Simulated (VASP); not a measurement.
A run of VASP 6.6.1:

INCAR

```
SYSTEM = HfAl3N
PREC     = Accurate       ! precision mode
ENCUT    = 520            ! plane-wave cutoff, eV
EDIFF    = 1E-6           ! SCF threshold, eV
ISMEAR   = 0              ! smearing method
SIGMA    = 0.1            ! smearing width, eV
LREAL    = .FALSE.        ! projectors in reciprocal space
LASPH    = .TRUE.         ! aspherical terms in the spheres
NELM     = 100            ! most SCF steps
ALGO     = Normal         ! electronic algorithm
ISIF     = 2              ! what is computed and relaxed
LWAVE    = .FALSE.        ! write WAVECAR
LCHARG   = .FALSE.        ! write CHGCAR
GGA      = PE             ! functional
NBANDS   = 20             ! bands
```

The input KPOINTS:

```
Automatic mesh
0
G
  4 4 4
  0 0 0
```

POSCAR

```
HfAl3N
1.0
    4.1822715778      0.0000000000      0.0000000000
    0.0000000000      4.1822715778      0.0000000000
    0.0000000000      0.0000000000      4.1822715778
Hf Al N
1 3 1
Direct
    0.5000000000      0.5000000000      0.5000000000
    0.5000000000      0.0000000000      0.0000000000
    0.0000000000      0.5000000000      0.0000000000
    0.0000000000      0.0000000000      0.5000000000
    0.0000000000      0.0000000000      0.0000000000
```

Potentials or basis: VASP PAW PBE potentials, release 64 (Hf_pv, Al, N).

Launch:

```console
$ cat potpaw_PBE.64/Hf_pv/POTCAR potpaw_PBE.64/Al/POTCAR potpaw_PBE.64/N/POTCAR > POTCAR
$ mpirun -np 1 vasp_std > vasp.out
```

Hardware: 1 thread of Intel(R) Xeon(R) 6975P-C (Granite Rapids) (shared host).

Question: Estimate the wall time of this run.

Answer: Run time: 6.1 s on 1 thread of Intel(R) Xeon(R) 6975P-C (Granite Rapids), on a shared host, peak memory 0.18 GiB. Counts: scf iterations 15, k points 10.
